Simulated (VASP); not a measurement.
Rh:

```
Rh
1.0
     2.69175    0.00000    0.00000
    -1.34587    2.33112    0.00000
     0.00000    0.00000    8.79807
Rh
4
Direct
  0.00000 0.00000 0.00000
  0.33333 0.66667 0.25000
  0.00000 0.00000 0.50000
  0.66667 0.33333 0.75000
```

```yaml
Program: VASP 6.6.1
Task: relaxation of cell and atoms
Functional: PBEsol
Potentials_or_basis: VASP PAW PBE potentials, release 64 (Rh_pv)
Cutoff: 600 eV
k_mesh: 10 × 10 × 3
Occupations: fermi-dirac, width 0.05 eV
Spin: no spin polarisation
```

At the start: pressure -5.9 GPa; volume 13.80 Å³/atom.

Problem. How do energy, volume and symmetry change on relaxing?

Solution. Over 4 steps the energy falls by 5.4 meV/atom and the volume is 13.51 Å³/atom (-2.1 %); space group P6_3/mmc (No. 194, to 0.05 Å).

Step by step:
| step | energy change (eV) | largest force (eV/Å) | pressure (GPa) | volume (Å³) |
| --- | --- | --- | --- | --- |
| 1 | 0.0000 | 0.0000 | -5.91 | 55.21 |
| 2 | 0.1294 | 0.0000 | 18.17 | 51.24 |
| 3 | -0.0217 | 0.0000 | -0.13 | 54.08 |
| 4 | -0.0217 | 0.0000 | -0.01 | 54.05 |

Final structure:
```
Rh
1.0
     2.67235    0.00000    0.00000
    -1.33617    2.31432    0.00000
     0.00000    0.00000    8.74013
Rh
4
Cartesian
  2.6723 0.0000 0.0000
  0.0000 1.5429 2.1850
  2.6723 0.0000 4.3701
  1.3362 0.7714 6.5551
```

Caveat: the PAW data sets were made with another functional, which shifts forces and pressure a little.
